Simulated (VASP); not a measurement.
Input of a VASP 6.6.1 run:

File INCAR:

```
SYSTEM = Ca
PREC = Accurate
ENCUT = 520
EDIFF = 1E-7
ISMEAR = 0
SIGMA = 0.1
LREAL = .False.
LASPH = .True.
NELM = 100
ALGO = Normal
ISIF = 2
LWAVE = .False.
LCHARG = .False.
GGA = PS
NBANDS = 11
```

File KPOINTS:

```
regular mesh
0
Gamma
  6 6 6
  0 0 0
```

POSCAR

```
Ca
1.0
   -2.2400000000      2.2400000000      2.2400000000
    2.2400000000     -2.2400000000      2.2400000000
    2.2400000000      2.2400000000     -2.2400000000
Ca
1
Direct
    0.0000000000      0.0000000000      0.0000000000
```

Potentials or basis: VASP PAW PBE potentials, release 64 (Ca_sv).

Command:

```bash
$ cat potpaw_PBE.64/Ca_sv/POTCAR > POTCAR
$ mpirun -np 1 vasp_std > vasp.out
```

Q: Estimate the pressure.

A: -1.5 GPa.

Q: Estimate the band gap on the k mesh.

A: Zero (band 5 reaches 1.86 eV, above the bottom of band 6 at 1.62 eV).

Caveat: the PAW data sets were made with another functional, which shifts forces and pressure a little.
